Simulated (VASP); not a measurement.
A run of VASP 6.6.1:

INCAR

```
PREC     = Accurate       # precision mode
ENCUT    = 520            # plane-wave cutoff, eV
EDIFF    = 1E-8           # SCF threshold, eV
ISMEAR   = -1             # smearing method
SIGMA    = 0.02           # smearing width, eV
LREAL    = F              # projectors in reciprocal space
LASPH    = T              # aspherical terms in the spheres
NELM     = 80             # most SCF steps
ALGO     = Normal         # electronic algorithm
ISIF     = 2              # what is computed and relaxed
LWAVE    = F              # write WAVECAR
LCHARG   = F              # write CHGCAR
GGA      = CA             # functional
LEFG     = T            
NBANDS   = 24             # bands
```

The input KPOINTS:

```
Automatic mesh
0
Gamma
  6 6 6
```

File POSCAR:

```
ScF3
1.0
    3.9305402819      0.0000000000      0.0000000000
    0.0000000000      3.9305402819      0.0000000000
    0.0000000000      0.0000000000      3.9305402819
Sc F
1 3
Direct
    0.0000000000      0.0000000000      0.0000000000
    0.5000000000      0.0000000000      0.0000000000
    0.0000000000      0.5000000000      0.0000000000
    0.0000000000      0.0000000000      0.5000000000
```

Potentials or basis: VASP PAW LDA potentials, release 64 (Sc_sv, F).

Launch:

```console
$ cat potpaw_LDA.64/Sc_sv/POTCAR potpaw_LDA.64/F/POTCAR > POTCAR
$ mpirun -np 1 vasp_std > vasp.out
```

Hardware: 1 thread of Intel(R) Xeon(R) Platinum 8175M CPU @ 2.50GHz (Skylake/Cascade Lake), with other jobs on the host.

**Question.** Estimate the wall time of this run.

**Answer.** It took 36 s on 1 thread of Intel(R) Xeon(R) Platinum 8175M CPU @ 2.50GHz (Skylake/Cascade Lake) (shared host), peak memory 0.16 GiB. Counts: scf iterations 16, k points 20.
